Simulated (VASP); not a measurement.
Runs of VASP 6.6.1 on InBS3. The structure is that of space group Pm-3m (No. 221), or close to it. The cells are those of the table. 

```tsv
task	cell	k mesh	cutoff (eV)	k mesh for the DOS	occupations for the DOS	gap on the mesh (eV)	pressure (GPa)	relaxed volume (Å³/atom)
single point	a = 5.051, b = 5.051, c = 5.023 Å, 5 atoms	4 × 4 × 4	520	-	-	none	-0.1	-
single point	a = 5.060, b = 5.060, c = 4.992 Å, 5 atoms	4 × 4 × 2	520	-	-	none	-0.2	-
relaxation of cell and atoms	relaxed from a = 5.060, b = 5.060, c = 4.992 Å, 5 atoms	4 × 4 × 4	600	-	-	none	-0.1	25.68
single point	a = 5.034 Å, 5 atoms	8 × 8 × 8	520	-	-	none	-0.1	-
relaxation of cell and atoms	relaxed from a = 5.042 Å, 5 atoms	8 × 8 × 8	600	-	-	none	0.0	(a)
```

Alike in all rows: level PBE; potentials or basis VASP PAW PBE potentials, release 64 (In_d, B, S); no spin polarisation; smearing gaussian 0.1 eV.

Task: Estimate the missing entries.

Result: (a) 25.49.

Caveats: some runs use coarse meshes; spin-orbit coupling is left out, which moves the levels of the heavy elements.

A k mesh can miss the band edges, and the runs leave out spin-orbit coupling on In.

A gap of «none» marks levels without a gap at the run's occupations.
